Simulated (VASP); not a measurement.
# As: single point with PBEsol

The system is As.

```
As
1.0
     1.88080    1.08588    3.51406
    -1.88080    1.08588    3.51406
     0.00000   -2.17176    3.51406
As
2
Direct
  0.22600 0.22600 0.22600
  0.77400 0.77400 0.77400
```

| Quantity | Value |
| --- | --- |
| Program | VASP 6.6.1 |
| Task | single point |
| Functional | PBEsol |
| Potentials or basis | VASP PAW PBE potentials, release 64 (As_d) |
| Cutoff | 600 eV |
| k mesh | 9 × 9 × 9 |
| Occupations | gaussian, width 0.02 eV |
| Spin | no spin polarisation |

```yaml
Pressure: 0.5 GPa
Largest_force: 0.382 eV/Å
Band_gap_on_the_k_mesh: zero (bands 15 and 16 overlap by 0.11 eV)
```

Forces in eV/Å, atoms in the order of the input:
```
As   0.000  0.000  0.382
As   0.000  0.000 -0.382
```

Stress tensor (GPa, compression positive):
```
0.68 0.00 0.00
0.00 0.68 0.00
0.00 0.00 0.13
```

Levels at points of the mesh, in eV from the Fermi level:
| k point | band 12 | band 13 | band 14 | band 15 | band 16 | band 17 | band 18 | band 19 |
| --- | --- | --- | --- | --- | --- | --- | --- | --- |
| (0.00, 0.00, 0.00) | -5.77 | -2.45 | -2.00 | -2.00 | 1.60 | 2.92 | 2.92 | 6.91 |

It took 99 s on 1 thread of Intel(R) Xeon(R) Platinum 8259CL CPU @ 2.50GHz (Skylake/Cascade Lake) (shared host), peak memory 0.24 GiB.

Caveat: the PAW data sets were made with another functional, which shifts forces and pressure a little.
